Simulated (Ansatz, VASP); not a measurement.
# One calculation of H9ClO4, two programs

```
O H Cl
1.0
     6.05778    0.00000    0.00000
     0.00000    6.05778    0.00000
     0.00000    0.00000    6.05778
O H Cl
4 9 1
Direct
  0.45361 0.15491 0.18297
  0.55460 0.41810 0.81344
  0.12792 0.32407 0.46314
  0.81197 0.98600 0.90319
  0.46719 0.99791 0.20197
  0.34171 0.20209 0.28887
  0.63521 0.32372 0.71396
  0.51457 0.32190 0.93651
  0.16973 0.47540 0.49173
  0.13108 0.25808 0.60809
  0.94828 0.90451 0.91191
  0.81011 0.07262 0.03698
  0.44331 0.66832 0.74572
  0.30966 0.82359 0.66306
```

Alike in both runs: functional r2SCAN; dispersion D3(BJ); k mesh 1 × 1 × 1; occupations fermi-dirac, width 0.02 eV; no spin polarisation.

Ansatz relaxed the structure, and its values are those at the end. VASP's run is a single point on that final structure, the one shown.

```csv
,VASP,Ansatz
version,VASP 6.6.1,Ansatz 0.2.0
potentials or method,"VASP PAW PBE potentials, release 64 (O, H, Cl), cutoff 520 eV","scalar-relativistic, plane waves, PAW"
valence electrons in the cell,40,40
```

|  | VASP | Ansatz | Ansatz less VASP |
| --- | --- | --- | --- |
| rms of the force components (eV/Å) | 0.116 | 0.084 | -0.0323 |

VASP's potentials were made for PBE, not for r2SCAN. Ansatz's warnings: dispersion damping borrowed.
